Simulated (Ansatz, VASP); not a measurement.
## One calculation of BaO, two programs

```xyz
2
Lattice="0.0000 2.7841 2.7841 2.7841 0.0000 2.7841 2.7841 2.7841 0.0000" Properties=species:S:1:pos:R:3 pbc="T T T"
Ba    0.0000    0.0000    0.0000
O     2.7841    2.7841    2.7841
```

Alike in both runs: functional PBE; k mesh 6 × 6 × 6; occupations gaussian, width 0.1 eV; no spin polarisation.

Ansatz relaxed the structure, and its values are those at the end. VASP's run is a single point on that final structure, the one shown.

|  | VASP | Ansatz |
| --- | --- | --- |
| version | VASP 6.6.1 | Ansatz 0.2.0 |
| potentials or method | VASP PAW PBE potentials, release 64 (Ba_sv, O), cutoff 600 eV | scalar-relativistic, plane waves, PAW |
| valence electrons in the cell | 16 | 16 |

Ansatz gave:

```
gap on the k mesh at the Fermi level (eV) : 2.09
least direct gap on the mesh (eV)         : 2.09
pressure (GPa)                            : 0.2
```

Question: Which values does VASP return?

Answer: gap on the k mesh at the Fermi level (eV): 2.03; least direct gap on the mesh (eV): 2.03; pressure (GPa): 1.7.

Spin-orbit coupling is off throughout.
